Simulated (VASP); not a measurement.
# Sb (R-3m) in VASP: single point with PBE+D4

Aim: the single point of Sb with PBE+D4.

All numbers are computed with VASP 6.6.1; they aren't measurements. Logs are shortened: lines on timing, memory, paths and dates and some standing lists are left out, and cuts for length are marked.

### 1 The cell of the first run

It takes space group R-3m (No. 166, trigonal). The conventional cell has a = 4.308 Å, b = 4.308 Å, c = 11.274 Å, α = 90.00°, β = 90.00°, γ = 120.00°. Within 3.8 Å of Sb (site symmetry 3m) lie 6 Sb at 2.91 to 3.35 Å.

### 2 Single point, PBE+D4

Input file INCAR:

```
ALGO = Normal
EDIFF = 1E-6
ENCUT = 500
GGA = PE
GGA_COMPAT = F
ISIF = 2
ISMEAR = 0
IVDW = 13
LASPH = T
LCHARG = F
LREAL = F
LWAVE = F
NBANDS = 12
NELM = 120
PREC = Accurate
SIGMA = 0.1
```

Input file KPOINTS:

```
k-points
0
Gamma
  6 6 6
```

Input file POSCAR:

```
Sb
1.0
    2.1542000000      1.2437279499      3.7580000000
   -2.1542000000      1.2437279499      3.7580000000
    0.0000000000     -2.4874558998      3.7580000000
Sb
2
Direct
    0.2334900000      0.2334900000      0.2334900000
    0.7665100000      0.7665100000      0.7665100000
```

Potentials or basis: VASP PAW PBE potentials, release 64 (Sb).

Launch:

```sh
cat potpaw_PBE.64/Sb/POTCAR > POTCAR
mpirun -np 1 vasp_std > vasp.out
```

OUTCAR:

```text
EDIFF = 1E-6
   ENCUT = 500
   GGA = PE
   ISIF = 2
   ISMEAR = 0
   IVDW = 13
   LASPH = T
   LREAL = F
   NELM = 120
   PREC = Accurate

 ion  position               nearest neighbor table
   1  0.233  0.233  0.233-   2 2.91   2 2.91   2 2.91   2 3.35   2 3.35   2 3.35
   2  0.767  0.767  0.767-   1 2.91   1 2.91   1 2.91   1 3.35   1 3.35   1 3.35

  LATTYP: Found a trigonal (rhomboedric) cell.
 ALAT       =     4.5066618304
 COS(alpha) =     0.5430253624

  Lattice vectors:

 A1 = (   2.1542000000,   1.2437279499,   3.7580000000)
 A2 = (  -2.1542000000,   1.2437279499,   3.7580000000)
 A3 = (   0.0000000000,  -2.4874558998,   3.7580000000)

Analysis of symmetry for initial positions (statically):
=====================================================================
 Subroutine PRICEL returns:
 Original cell was already a primitive cell.

 Routine SETGRP: Setting up the symmetry group for a
 trigonal (rhombohedral) supercell.

 Subroutine GETGRP returns: Found 12 space group operations
 (whereof 12 operations were pure point group operations)
 out of a pool of 12 trial point group operations.

The static configuration has the point symmetry D_3d.

Analysis of symmetry for dynamics (positions and initial velocities):
=====================================================================
 Subroutine PRICEL returns:
 Original cell was already a primitive cell.

 Routine SETGRP: Setting up the symmetry group for a
 trigonal (rhombohedral) supercell.

 Subroutine GETGRP returns: Found 12 space group operations
 (whereof 12 operations were pure point group operations)
 out of a pool of 12 trial point group operations.

The dynamic configuration has the point symmetry D_3d.

 Subroutine INISYM returns: Found 12 space group operations
 (whereof 12 operations are pure point group operations),
 and found     1 'primitive' translations

----------------------------------------------------------------------------------------

                                     Primitive cell

  volume of cell :      60.4115

  direct lattice vectors                    reciprocal lattice vectors
     2.154200000  1.243727950  3.758000000     0.232104726  0.134005726  0.088699663
    -2.154200000  1.243727950  3.758000000    -0.232104726  0.134005726  0.088699663
     0.000000000 -2.487455900  3.758000000     0.000000000 -0.268011452  0.088699663

  length of vectors
     4.506661830  4.506661830  4.506661830     0.282307932  0.282307932  0.282307932

  position of ions in fractional coordinates (direct lattice)
     0.233490000  0.233490000  0.233490000
     0.766510000  0.766510000  0.766510000

  ion indices of the primitive-cell ions
   primitive index   ion index
                 1           1
                 2           2

----------------------------------------------------------------------------------------

 KPOINTS: k-points

Automatic generation of k-mesh.
 Grid dimensions read from file:
 generate k-points for:    6    6    6

 Generating k-lattice:

  Cartesian coordinates                     Fractional coordinates (reciprocal lattice)
     0.038684121  0.022334288  0.014783277     0.166666667  0.000000000  0.000000000
    -0.038684121  0.022334288  0.014783277     0.000000000  0.166666667  0.000000000
     0.000000000 -0.044668575  0.014783277     0.000000000  0.000000000  0.166666667

  Length of vectors
     0.047051322  0.047051322  0.047051322

  Shift w.r.t. Gamma in fractional coordinates (k-lattice)
     0.000000000  0.000000000  0.000000000

 Subroutine IBZKPT returns following result:
 ===========================================

 Found     32 irreducible k-points:

 Following reciprocal coordinates:
            Coordinates               Weight
  0.000000  0.000000  0.000000      1.000000
  0.166667 -0.000000 -0.000000      6.000000
  0.333333 -0.000000 -0.000000      6.000000
  0.500000 -0.000000  0.000000      3.000000
  0.166667  0.166667 -0.000000      6.000000
  0.333333  0.166667  0.000000     12.000000
[... 16 lines left out ...]
  0.500000  0.500000  0.166667      6.000000
 -0.333333  0.500000  0.166667     12.000000
 [... further k-points ...]
   k-points           NKPTS =     32   k-points in BZ     NKDIM =     32   number of bands    NBANDS=     12
   number of dos      NEDOS =    301   number of ions     NIONS =      2
   total plane-waves  NPLWV =  46656
   dimension x,y,z NGX =    36 NGY =   36 NGZ =   36
   dimension x,y,z NGXF=    72 NGYF=   72 NGZF=   72
   ions per type =               2
   NGX,Y,Z   is equivalent  to a cutoff of  13.28, 13.28, 13.28 a.u.
   NGXF,Y,Z  is equivalent  to a cutoff of  26.56, 26.56, 26.56 a.u.
 SYSTEM =  unknown system
   PREC   = accura    normal or accurate (medium, high low for compatibility)
   ISTART =      0    job   : 0-new  1-cont  2-samecut
   ICHARG =      2    charge: 1-file 2-atom 10-const
   ISPIN  =      1    spin polarized calculation?
   LNONCOLLINEAR =      F non collinear calculations
   LSORBIT =      F    spin-orbit coupling
   LASPH  =      T    aspherical Exc in radial PAW
   ENCUT  =  500.0 eV  36.75 Ry    6.06 a.u.   8.22  8.22  8.22*2*pi/ulx,y,z
   NELM   =    120;   NELMIN=  2; NELMDL= -5     # of ELM steps
   EDIFF  = 0.1E-05   stopping-criterion for ELM
   LREAL  =      F    real-space projection
   EDIFFG = 0.1E-04   stopping-criterion for IOM
   NSW    =      0    number of steps for IOM
   IBRION =     -1    ionic relax: 0-MD 1-quasi-New 2-CG
   NFREE  =      0    steps in history (QN), initial steepest desc. (CG)
   ISIF   =      2    stress and relaxation
   ISYM   =      2    0-nonsym 1-usesym 2-fastsym
   POTIM  = 0.5000    time-step for ionic-motion
   TEBEG  =    0.0;   TEEND  =   0.0 temperature during run
   PSTRESS=    0.0 pullay stress
   NELECT =      10.0000    total number of electrons
   NUPDOWN=      -1.0000    fix difference up-down
   EMIN   =  10.00;   EMAX   =-10.00  energy-range for DOS
   EFERMI =   0.00;   METHOD = LEGACY
   ISMEAR =     0;   SIGMA  =   0.10  broadening in eV -4-tet -1-fermi 0-gaus
   EFERMI_NEDOS =   21; number of points for ismear=-14 and -15
   IALGO  =     38    algorithm
   IMIX   =      4    mixing-type and parameters
     AMIX     =   0.40;   BMIX     =  1.00
     AMIX_MAG =   1.60;   BMIX_MAG =  1.00
  volume/ion in A,a.u.               =      30.21       203.84
  Fermi-wavevector in a.u.,A,eV,Ry     =   0.898880  1.698637 10.993305  0.807985
  Thomas-Fermi vector in A             =   2.021644
   LORBIT       =      0    0 simple, 1 ext, 2 COOP (PROOUT), +10 PAW based schemes
   GGA     = PE    functional components
   LHFCALC =     F    Hartree Fock is set to
   AEXX    =    0.0000 exact exchange contribution
   IVDW    =    13    specifies the selected vdW correction
   LEPSILON=     F    determine dielectric tensor
   LRPA    =     F    only Hartree local field effects (RPA)
 non-spin polarized calculation
 Gauss-broadening in eV      SIGMA  =   0.10
  energy-cutoff  :      500.00
  volume of cell :       60.41
 maximum number of plane-waves:      1554
 NGX is ok and might be reduce to    36
   NGX = 17   NGY = 17   NGZ = 17

 number of electron      10.0000000 magnetization

 Free energy of the ion-electron system (eV)
  ---------------------------------------------------
  ext. energy  EPLUGINS =         0.00000000
  ---------------------------------------------------
  free energy    TOTEN  =        -8.26901577 eV

  energy without entropy =       -8.26706625  energy(sigma->0) =       -8.26804101

 E-fermi :   7.3401     XC(G=0):  -9.5313

 val. band max:        7.0812069260   @ k =   0.5000  -0.0000   0.0000
 cond. band min:       7.3501627620   @ k =   0.3333   0.1667   0.1667
 fundamental gap:      0.2689558360
 Fermi energy:         7.3401008075

 k-point     1 :       0.0000    0.0000    0.0000
  band No.  band energies     occupation
      1      -5.4367      2.00000
      2       2.4900      2.00000
      3       5.2189      2.00000
      4       5.4861      2.00000
      5       5.4861      2.00000
      6       9.3541      0.00000
      7       9.9831      0.00000
      8       9.9831      0.00000
      9      12.3674      0.00000
     10      12.3674      0.00000
     11      12.5242      0.00000
     12      13.8735      0.00000

 k-point     2 :       0.1667   -0.0000   -0.0000
  band No.  band energies     occupation
      1      -5.1307      2.00000
      2       1.3072      2.00000
      3       5.2607      2.00000
      4       5.4206      2.00000
      5       5.9195      2.00000
      6       9.0725      0.00000
      7       9.2802      0.00000
      8       9.3206      0.00000
      9      11.8180      0.00000
     10      12.3219      0.00000
     11      12.6479      0.00000
     12      15.5933      0.00000

 k-point     3 :       0.3333   -0.0000   -0.0000
  band No.  band energies     occupation
      1      -4.2313      2.00000
      2      -0.7450      2.00000
      3       5.3359      2.00000
      4       5.3466      2.00000
      5       6.4594      2.00000
      6       7.9745      0.00000
      7       8.0626      0.00000
      8       8.2469      0.00000
      9      12.9316      0.00000
     10      13.7103      0.00000
     11      14.2270      0.00000
     12      17.8290      0.00000
[... 286 lines left out ...]
 k-point    23 :       0.5000    0.5000    0.1667
  band No.  band energies     occupation
      1      -3.3688      2.00000
      2      -0.8331      2.00000
      3       2.1519      2.00000
      4       3.9582      2.00000
      5       4.3471      2.00000
      6       9.4912      0.00000
      7      11.0629      0.00000
      8      12.0458      0.00000
      9      13.0028      0.00000
     10      16.1216      0.00000
     11      16.4210      0.00000
     12      16.9487      0.00000

 k-point    24 :      -0.3333    0.5000    0.1667
  band No.  band energies     occupation
      1      -2.7785      2.00000
      2      -1.4054      2.00000
      3       1.9742      2.00000
      4       2.8651      2.00000
      5       5.4460      2.00000
      6       9.2220      0.00000
      7      10.5672      0.00000
      8      12.9451      0.00000
      9      13.2291      0.00000
     10      14.3283      0.00000
     11      17.0537      0.00000
     12      17.9085      0.00000

 [... further k-points ...]

------------------------ aborting loop because EDIFF is reached ----------------------------------------

  DFT-D4 for vdW energy calculation

  Edisp (eV):   -1.02056

  FORCE on cell =-STRESS in cart. coord.  units (eV):
  Direction    XX          YY          ZZ          XY          YZ          ZX
  --------------------------------------------------------------------------------------
  -------------------------------------------------------------------------------------
  Total       0.12363     0.12363    -0.02624    -0.00000     0.00000    -0.00000
  in kB       3.27890     3.27890    -0.69589    -0.00000     0.00000    -0.00000
  external pressure =        1.95 kB  Pullay stress =        0.00 kB

 VOLUME and BASIS-vectors are now :
 -----------------------------------------------------------------------------
  energy-cutoff  :      500.00
  volume of cell :       60.41
      direct lattice vectors                 reciprocal lattice vectors
     2.154200000  1.243727950  3.758000000     0.232104726  0.134005726  0.088699663
    -2.154200000  1.243727950  3.758000000    -0.232104726  0.134005726  0.088699663
     0.000000000 -2.487455900  3.758000000     0.000000000 -0.268011452  0.088699663

 POSITION                                       TOTAL-FORCE (eV/Angst)
 -----------------------------------------------------------------------------------
      0.00000      0.00000      2.63237         0.000000     -0.000000      0.107364
      0.00000      0.00000      8.64163         0.000000      0.000000     -0.107364
 -----------------------------------------------------------------------------------
    total drift:                                0.000000     -0.000000     -0.000000

  FREE ENERGIE OF THE ION-ELECTRON SYSTEM (eV)
  ---------------------------------------------------
  free  energy   TOTEN  =        -9.2895748686 eV

  energy  without entropy=       -9.2876253493  energy(sigma->0) =       -9.28860011
```

It took 14 s on 1 thread of AMD EPYC 9R45 (Zen 5), shared host; peak memory 0.17 GiB.

Results:

| Property | Result |
| --- | --- |
| Free energy | -9.2896 eV |
| Pressure | 0.2 GPa |
| Largest force | 0.107 eV/Å |
| Band gap on the k mesh | zero (bands 5 and 6 overlap by 0.27 eV) |
| Dispersion energy per atom | -0.510 eV |

Forces in eV/Å, atoms in the order of the input:
```
Sb   0.000  0.000  0.107
Sb   0.000  0.000 -0.107
```

Caveat: spin-orbit coupling is left out, which moves the levels of the heavy elements.
